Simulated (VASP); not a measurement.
A run of VASP 6.6.1:

The input INCAR:

```
ALGO = Normal
EDIFF = 1E-6
ENCUT = 520
GGA = PS
ISIF = 2
ISMEAR = 0
LASPH = T
LCHARG = F
LREAL = F
LWAVE = F
NBANDS = 18
NELM = 100
PREC = Accurate
SIGMA = 0.05
```

File KPOINTS:

```
k-points
0
Gamma
  12 12 6
```

POSCAR

```
NiO2
1.0
    2.8028105550      0.0000000000      0.0000000000
   -1.4014052775      2.4273051426      0.0000000000
    0.0000000000      0.0000000000      4.9060395955
Ni O
1 2
Direct
    0.0000000000      0.0000000000      0.5000000000
    0.6666666667      0.3333333333      0.7127976082
    0.3333333333      0.6666666667      0.2872023918
```

Potentials or basis: VASP PAW PBE potentials, release 64 (Ni, O).

Command:

```sh
$ cat potpaw_PBE.64/Ni/POTCAR potpaw_PBE.64/O/POTCAR > POTCAR
$ mpirun -np 1 vasp_std > vasp.out
```

Hardware: 1 thread of Intel(R) Xeon(R) Platinum 8559C (Emerald Rapids), with other jobs on the host.

How long does it take, and how much memory?

It took 26 s on 1 thread of Intel(R) Xeon(R) Platinum 8559C (Emerald Rapids), with other jobs on the host, peak memory 0.19 GiB. Counts: scf iterations 16, k points 100.
